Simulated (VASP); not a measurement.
# Ga26As27C (a cell with a defect) in VASP: single point with LDA

Aim: the single point of Ga26As27C (a cell with a defect) with LDA.

Everything below comes from runs of VASP 6.6.1. Logs are shortened: lines on timing, memory, paths and dates and some standing lists are left out, and cuts for length are marked.

## Step 1: The cell of the first run

The cell holds a defect, 54 atoms: a = 11.887 Å, b = 11.887 Å, c = 11.887 Å, α = 60.00°, β = 60.00°, γ = 60.00°.

## Step 2: Single point, LDA

INCAR reads:

```
SYSTEM = Ga26As27C
  PREC = Accurate
  ENCUT = 520
  EDIFF = 1E-6
  ISMEAR = 0
  SIGMA = 0.02
  LREAL = Auto
  LASPH = .TRUE.
  NELM = 80
  ALGO = Normal
  ISIF = 2
  LWAVE = .FALSE.
  LCHARG = .FALSE.
  NBANDS = 272
  NELECT = 476.0
  LUSENCCL = .FALSE.
```

KPOINTS reads:

```
Automatic mesh
0
G
  2 2 2
  0 0 0
```

POSCAR reads:

```
Ga26As27C
1.0
   -8.4050723877     -8.4050723877      0.0000000000
    0.0000000000     -8.4050723877      8.4050723877
   -8.4050723877      0.0000000000      8.4050723877
C Ga As
1 26 27
Direct
    0.6670200426     -0.0003006618     -0.0000594720
    0.3364193324      0.0015306927      0.0017807991
   -0.0060340095      0.0015037955      0.0017704179
    0.6688545709      0.3266175477      0.0017683358
    0.3363937152      0.3266465880      0.0017631117
    0.0001070120      0.3327729182      0.0006470954
    0.6688830313      0.6690830122      0.0018040979
    0.3339595732      0.6666116044     -0.0008198982
   -0.0060185066      0.6690783331      0.0017647995
    0.6688786963      0.0015099713      0.3268958016
    0.3364535377      0.0015162971      0.3268467164
    0.0001221617      0.0003640677      0.3330452991
    0.6677058647      0.3327791331      0.3330492874
    0.3329645490      0.3337268679      0.3339886358
    0.0001130130      0.3327758058      0.3330420797
    0.6688687810      0.6690700408      0.3268966474
    0.3329859427      0.6656332411      0.3339754144
    1.0010545407      0.6656134833      0.3340084476
    0.6688754245      0.0015322190      0.6693743316
    0.3339791048     -0.0010913069      0.6668652944
   -0.0059847116      0.0015068228      0.6693029414
    0.6688489878      0.3266351628      0.6693373284
    0.3329668143      0.3337554146      0.6658840001
    1.0010778904      0.3337214065      0.6658801042
    0.6662504066      0.6666181390      0.6669053936
    0.3339672108      0.6666291048      0.6668481904
    0.0010785838      0.6656315907      0.6659013624
    0.9170208169      0.2496646164      0.2499507528
    0.5828321174      0.2504347228      0.2506959613
    0.2497108364      0.2504400420      0.2506905227
    0.9178012986      0.5823552347      0.2506895746
    0.5828462140      0.5823590747      0.2507230686
    0.2505898881      0.5832340056      0.2492702078
    0.9178115856      0.9154581873      0.2506962070
    0.5945060298      0.9271251297      0.2175963533
    0.2497229730      0.9154784877      0.2507074686
    0.9177872327      0.2504343710      0.5826256955
    0.5828312728      0.2504511642      0.5826297446
    0.2506056471      0.2489961744      0.5835010465
    0.9163675235      0.5832263801      0.5835228848
    0.5840059529      0.5827445301      0.5830036312
    0.2506077060      0.5832691404      0.5834939649
    0.9178050523      0.9154744975      0.5826349625
    0.5840188498      0.9166437177      0.5830075176
    0.2501217664      0.9166524424      0.5829585969
    0.9177876062      0.2504301987      0.9157333441
    0.5944489438      0.2173461809      0.9273808335
    0.2497000912      0.2504568973      0.9157339250
    0.9178075971      0.5823603501      0.9157477103
    0.5840014162      0.5827359664      0.9169337432
    0.2500916070      0.5827542486      0.9168823321
    0.8846842975      0.9271370718      0.9273658358
    0.5944876064      0.9271634737      0.9274328719
    0.2500884248      0.9166416651      0.9168992876
```

Potentials or basis: VASP PAW LDA potentials, release 64 (C, Ga_d, As).

Command:

```
cat potpaw_LDA.64/C/POTCAR potpaw_LDA.64/Ga_d/POTCAR potpaw_LDA.64/As/POTCAR > POTCAR
mpirun -np 1 vasp_std > vasp.out
```

OUTCAR:

```text
SYSTEM = Ga26As27C
   PREC = Accurate
   ENCUT = 520
   EDIFF = 1E-6
   ISMEAR = 0
   LREAL = Auto
   LASPH = .TRUE.
   NELM = 80
   ISIF = 2
   NELECT = 476.0

 ion  position               nearest neighbor table
   1  0.667  1.000  1.000-  53 2.11  47 2.11  35 2.11  52 2.11
   2  0.336  0.002  0.002-  36 2.42  48 2.42  54 2.49  53 2.52
   3  0.994  0.002  0.002-  46 2.42  34 2.42  54 2.49  52 2.52
   4  0.669  0.327  0.002-  29 2.42  46 2.42  50 2.49  47 2.52
   5  0.336  0.327  0.002-  48 2.42  30 2.42  51 2.49  47 2.52
   6  0.000  0.333  0.001-  28 2.42  46 2.42  49 2.42  48 2.42
[... 46 lines left out ...]
  53  0.594  0.927  0.927-   1 2.11  19 2.52   2 2.52   7 2.52
  54  0.250  0.917  0.917-   8 2.43  20 2.43   2 2.49   3 2.49

  LATTYP: Found a face centered cubic cell.
 ALAT       =    16.8101447754

  Lattice vectors:

 A1 = (  -8.4050723877,  -8.4050723877,   0.0000000000)
 A2 = (   0.0000000000,  -8.4050723877,   8.4050723877)
 A3 = (  -8.4050723877,   0.0000000000,   8.4050723877)

Analysis of symmetry for initial positions (statically):
=====================================================================
 Subroutine PRICEL returns:
 Original cell was already a primitive cell.

 Routine SETGRP: Setting up the symmetry group for a
 face centered cubic supercell.

 Subroutine GETGRP returns: Found  1 space group operations
 (whereof  1 operations were pure point group operations)
 out of a pool of 48 trial point group operations.

The static configuration has the point symmetry C_1 .

Analysis of symmetry for dynamics (positions and initial velocities):
=====================================================================
 Subroutine PRICEL returns:
 Original cell was already a primitive cell.

 Routine SETGRP: Setting up the symmetry group for a
 face centered cubic supercell.

 Subroutine GETGRP returns: Found  1 space group operations
 (whereof  1 operations were pure point group operations)
 out of a pool of 48 trial point group operations.

The dynamic configuration has the point symmetry C_1 .

 Subroutine INISYM returns: Found  1 space group operations
 (whereof  1 operations are pure point group operations),
 and found     1 'primitive' translations

----------------------------------------------------------------------------------------

                                     Primitive cell

  volume of cell :    1187.5567

  direct lattice vectors                    reciprocal lattice vectors
    -8.405072388 -8.405072388  0.000000000    -0.059487887 -0.059487887 -0.059487887
     0.000000000 -8.405072388  8.405072388     0.059487887 -0.059487887  0.059487887
    -8.405072388  0.000000000  8.405072388    -0.059487887  0.059487887  0.059487887

  length of vectors
    11.886567363 11.886567363 11.886567363     0.103036043  0.103036043  0.103036043

  position of ions in fractional coordinates (direct lattice)
     0.667020043  0.999699338  0.999940528
     0.336419332  0.001530693  0.001780799
     0.993965991  0.001503795  0.001770418
     0.668854571  0.326617548  0.001768336
     0.336393715  0.326646588  0.001763112
     0.000107012  0.332772918  0.000647095
[... 46 lines left out ...]
     0.594487606  0.927163474  0.927432872
     0.250088425  0.916641665  0.916899288

  ion indices of the primitive-cell ions
   primitive index   ion index
                 1           1
                 2           2
                 3           3
                 4           4
                 5           5
                 6           6
[... 46 lines left out ...]
                53          53
                54          54

----------------------------------------------------------------------------------------

 KPOINTS: Automatic mesh

Automatic generation of k-mesh.
 Grid dimensions read from file:
 generate k-points for:    2    2    2

 Generating k-lattice:

  Cartesian coordinates                     Fractional coordinates (reciprocal lattice)
    -0.029743944 -0.029743944 -0.029743944     0.500000000  0.000000000  0.000000000
     0.029743944 -0.029743944  0.029743944     0.000000000  0.500000000  0.000000000
    -0.029743944  0.029743944  0.029743944     0.000000000  0.000000000  0.500000000

  Length of vectors
     0.051518022  0.051518022  0.051518022

  Shift w.r.t. Gamma in fractional coordinates (k-lattice)
     0.000000000  0.000000000  0.000000000

 Subroutine IBZKPT returns following result:
 ===========================================

 Found      8 irreducible k-points:

 Following reciprocal coordinates:
            Coordinates               Weight
  0.000000  0.000000  0.000000      1.000000
  0.500000  0.000000  0.000000      1.000000
  0.000000  0.500000  0.000000      1.000000
  0.000000  0.000000  0.500000      1.000000
  0.500000  0.500000  0.500000      1.000000
  0.500000  0.500000  0.000000      1.000000
  0.000000  0.500000  0.500000      1.000000
  0.500000  0.000000  0.500000      1.000000
   k-points           NKPTS =      8   k-points in BZ     NKDIM =      8   number of bands    NBANDS=    272
   number of dos      NEDOS =    301   number of ions     NIONS =     54
   total plane-waves  NPLWV = 729000
   dimension x,y,z NGX =    90 NGY =   90 NGZ =   90
   dimension x,y,z NGXF=   180 NGYF=  180 NGZF=  180
   ions per type =               1  26  27
   NGX,Y,Z   is equivalent  to a cutoff of  12.59, 12.59, 12.59 a.u.
   NGXF,Y,Z  is equivalent  to a cutoff of  25.17, 25.17, 25.17 a.u.
 SYSTEM =  Ga26As27C
   PREC   = accura    normal or accurate (medium, high low for compatibility)
   ISTART =      0    job   : 0-new  1-cont  2-samecut
   ICHARG =      2    charge: 1-file 2-atom 10-const
   ISPIN  =      1    spin polarized calculation?
   LNONCOLLINEAR =      F non collinear calculations
   LSORBIT =      F    spin-orbit coupling
   LASPH  =      T    aspherical Exc in radial PAW
   ENCUT  =  520.0 eV  38.22 Ry    6.18 a.u.  22.10 22.10 22.10*2*pi/ulx,y,z
   NELM   =     80;   NELMIN=  2; NELMDL= -5     # of ELM steps
   EDIFF  = 0.1E-05   stopping-criterion for ELM
   LREAL  =      T    real-space projection
   EDIFFG = 0.1E-04   stopping-criterion for IOM
   NSW    =      0    number of steps for IOM
[... 5 lines left out ...]
   TEBEG  =    0.0;   TEEND  =   0.0 temperature during run
   PSTRESS=    0.0 pullay stress
   NELECT =     476.0000    total number of electrons
   NUPDOWN=      -1.0000    fix difference up-down
   EMIN   =  10.00;   EMAX   =-10.00  energy-range for DOS
   EFERMI =   0.00;   METHOD = LEGACY
   ISMEAR =     0;   SIGMA  =   0.02  broadening in eV -4-tet -1-fermi 0-gaus
   EFERMI_NEDOS =   21; number of points for ismear=-14 and -15
   IALGO  =     38    algorithm
   IMIX   =      4    mixing-type and parameters
     AMIX     =   0.40;   BMIX     =  1.00
     AMIX_MAG =   1.60;   BMIX_MAG =  1.00
  volume/ion in A,a.u.               =      21.99       148.41
  Fermi-wavevector in a.u.,A,eV,Ry     =   1.207051  2.280996 19.823316  1.456973
  Thomas-Fermi vector in A             =   2.342700
   LORBIT       =      0    0 simple, 1 ext, 2 COOP (PROOUT), +10 PAW based schemes
   GGA     = CA    functional components
   LHFCALC =     F    Hartree Fock is set to
   AEXX    =    0.0000 exact exchange contribution
   IVDW    =     0    specifies the selected vdW correction
   LEPSILON=     F    determine dielectric tensor
   LRPA    =     F    only Hartree local field effects (RPA)
 non-spin polarized calculation
 Gauss-broadening in eV      SIGMA  =   0.02
  energy-cutoff  :      520.00
  volume of cell :     1187.56
 maximum number of plane-waves:     32016
 NGX is ok and might be reduce to    90
   NGX = 45   NGY = 45   NGZ = 45

 number of electron     476.0000109 magnetization

 Free energy of the ion-electron system (eV)
  ---------------------------------------------------
  ext. energy  EPLUGINS =         0.00000000
  ---------------------------------------------------
  free energy    TOTEN  =      -265.99129644 eV

  energy without entropy =     -265.98744086  energy(sigma->0) =     -265.98936865

 E-fermi :   3.9883     XC(G=0):  -9.9772

 val. band max:        3.9825928969   @ k =   0.0000   0.0000   0.0000
 cond. band min:       4.3155815685   @ k =   0.5000   0.5000   0.5000
 fundamental gap:      0.3329886716
 Fermi energy:         3.9883024849

 k-point     1 :       0.0000    0.0000    0.0000
  band No.  band energies     occupation
      1     -11.1062      2.00000
      2     -11.0925      2.00000
      3     -11.0925      2.00000
      4     -11.0917      2.00000
      5     -11.0917      2.00000
      6     -11.0916      2.00000
[... 2013 lines left out ...]
    249       6.3868      0.00000
    250       6.4675      0.00000
 [bands above 250 left out]

------------------------ aborting loop because EDIFF is reached ----------------------------------------

  FORCE on cell =-STRESS in cart. coord.  units (eV):
  Direction    XX          YY          ZZ          XY          YZ          ZX
  --------------------------------------------------------------------------------------
  -------------------------------------------------------------------------------------
  Total      -16.4525073    -16.4673801    -16.4499732     -0.0005408     -0.0269330     -0.0123552
  in kB      -22.1966945    -22.2167600    -22.1932757     -0.0007296     -0.0363364     -0.0166689
  external PRESSURE =     -22.2022434 kB  Pullay stress =       0.0000000 kB

 VOLUME and BASIS-vectors are now :
 -----------------------------------------------------------------------------
  energy-cutoff  :      520.00
  volume of cell :     1187.56
      direct lattice vectors                 reciprocal lattice vectors
    -8.405072388 -8.405072388  0.000000000    -0.059487887 -0.059487887 -0.059487887
     0.000000000 -8.405072388  8.405072388     0.059487887 -0.059487887  0.059487887
    -8.405072388  0.000000000  8.405072388    -0.059487887  0.059487887  0.059487887

 POSITION                                       TOTAL-FORCE (eV/Angst)
 -----------------------------------------------------------------------------------
    -14.01092    -14.00890     16.80712         0.001537     -0.000089      0.004012
     -2.84260     -2.84049      0.02783        -0.007561     -0.007242     -0.009868
     -8.36924     -8.36700      0.02752         0.006080      0.006023     -0.010252
     -5.63663     -8.36702      2.76011         0.007406      0.006701     -0.007461
     -2.84223     -5.57290      2.76031        -0.007852     -0.009086     -0.007364
     -0.00634     -2.79788      2.80242         0.000889     -0.001755     -0.000919
[... 46 lines left out ...]
    -12.79185    -12.78959     15.58802         0.018288      0.017719     -0.017314
     -9.80862     -9.80645     15.41104         0.005574      0.001040     -0.001079
 -----------------------------------------------------------------------------------
    total drift:                                0.047758      0.017216      0.057017

  FREE ENERGIE OF THE ION-ELECTRON SYSTEM (eV)
  ---------------------------------------------------
  free  energy   TOTEN  =      -265.9912964397 eV

  energy  without entropy=     -265.9874408587  energy(sigma->0) =     -265.98936865
```

Wall time 7 min (1 × NVIDIA H100 80GB with 1 thread of AMD EPYC 7R13 (Zen 3), shared host); peak memory 2.9 GiB.

What came out:

```
Free energy   : -265.9913 eV
Largest force : 0.031 eV/Å
```

Forces in eV/Å, atoms in the order of the input:
```
C    0.002  0.000  0.004
Ga  -0.008 -0.007 -0.010
Ga   0.006  0.006 -0.010
Ga   0.007  0.007 -0.007
Ga  -0.008 -0.009 -0.007
Ga   0.001 -0.002 -0.001
Ga   0.008 -0.008  0.007
Ga  -0.002 -0.001  0.000
Ga   0.006 -0.010  0.007
Ga   0.006  0.008 -0.008
Ga  -0.011 -0.007 -0.007
Ga  -0.003  0.001 -0.001
Ga   0.000  0.000  0.000
Ga  -0.002  0.000 -0.005
Ga  -0.002 -0.002  0.001
Ga   0.006 -0.008  0.008
Ga  -0.002 -0.002 -0.001
Ga  -0.001 -0.002 -0.002
Ga  -0.007  0.009  0.005
Ga  -0.003  0.001 -0.002
Ga  -0.010  0.006  0.007
Ga  -0.008  0.006  0.007
Ga  -0.004  0.000 -0.001
Ga  -0.003  0.001 -0.001
Ga  -0.002 -0.002 -0.002
Ga  -0.001  0.000 -0.001
Ga  -0.002 -0.002  0.000
As   0.006  0.000  0.007
As   0.003  0.001 -0.005
As   0.001  0.000 -0.005
As   0.003 -0.002  0.000
As   0.002 -0.005  0.000
As  -0.003  0.006  0.008
As   0.002  0.002 -0.004
As  -0.013  0.014  0.017
As   0.001 -0.007  0.000
As   0.000  0.007  0.001
As  -0.005  0.001  0.003
As   0.005 -0.002  0.004
As  -0.001 -0.008 -0.003
As   0.003  0.002  0.002
As   0.007  0.006 -0.003
As  -0.001  0.002  0.001
As   0.004  0.005  0.004
As  -0.001  0.002  0.006
As   0.001  0.007 -0.001
As   0.009 -0.010  0.014
As  -0.005 -0.001  0.001
As   0.000 -0.001  0.000
As   0.003  0.001  0.001
As   0.005 -0.005  0.005
As  -0.016 -0.015 -0.013
As   0.018  0.018 -0.017
As   0.006  0.001 -0.001
```

Levels at points of the mesh, in eV from the Fermi level:
```csv
k point,band 235,band 236,band 237,band 238,band 239,band 240,band 241,band 242
"(0.00, 0.00, 0.00)",-0.85,-0.35,-0.01,-0.01,-0.01,0.76,0.84,0.84
"(0.50, 0.00, 0.00)",-0.44,-0.44,-0.35,-0.35,0.33,1.18,1.38,1.38
"(0.00, 0.50, 0.00)",-0.44,-0.44,-0.35,-0.35,0.33,1.18,1.38,1.38
"(0.00, 0.00, 0.50)",-0.44,-0.44,-0.35,-0.35,0.33,1.18,1.38,1.38
"(0.50, 0.50, 0.50)",-0.44,-0.44,-0.35,-0.35,0.33,1.18,1.38,1.38
"(0.50, 0.50, 0.00)",-0.60,-0.60,-0.58,-0.42,0.95,1.00,1.54,1.60
"(0.00, 0.50, 0.50)",-0.60,-0.60,-0.58,-0.42,0.95,1.00,1.54,1.60
"(0.50, 0.00, 0.50)",-0.60,-0.60,-0.58,-0.42,0.95,1.00,1.54,1.60
```

Caveat: the cell carries a net charge on a neutralising background, which shifts energy and pressure; the cell is charged against a uniform background, so pressure and absolute levels hang on convention.
